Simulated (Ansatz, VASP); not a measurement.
One calculation of LuAuC6, two programs

```
CELL_PARAMETERS angstrom
3.43558 0.00000 0.00000
0.00000 3.43558 0.00000
0.00000 0.00000 6.60572
ATOMIC_POSITIONS crystal
Lu 0.00000 0.00000 0.50000
C 0.50000 0.50000 0.27819
C 0.50000 0.50000 0.72181
C 0.00000 0.50000 0.22409
C 0.00000 0.50000 0.77591
C 0.50000 0.00000 0.22409
C 0.50000 0.00000 0.77591
Au 0.00000 0.00000 0.00000
```

Change from the starting cell: species swapped into the CeAl6Pd type (P4/mmm, No. 123).

Alike in both runs: functional PBE; k mesh 4 × 4 × 2; occupations gaussian, width 0.1 eV; no spin polarisation.

Ansatz relaxed the structure, and its values are those at the end. VASP's run is a single point on that final structure, the one shown.

```csv
,VASP,Ansatz
version,VASP 6.6.1,Ansatz 0.2.0
potentials or method,"VASP PAW PBE potentials, release 64 (Lu, C, Au_sv_GW), cutoff 700 eV","scalar-relativistic, plane waves, PAW"
valence electrons in the cell,68,68
```

```tsv
	VASP	Ansatz	Ansatz less VASP
gap on the k mesh at the Fermi level (eV)	none	none	-
pressure (GPa)	0.2	0.0	-0.14
rms of the force components (eV/Å)	0.005	0.001	-0.0033
```

A gap of «none» marks a metal or a gap that the smearing closes.

The k mesh is coarse, so the values compare programs but aren't converged. Spin-orbit coupling is off throughout.
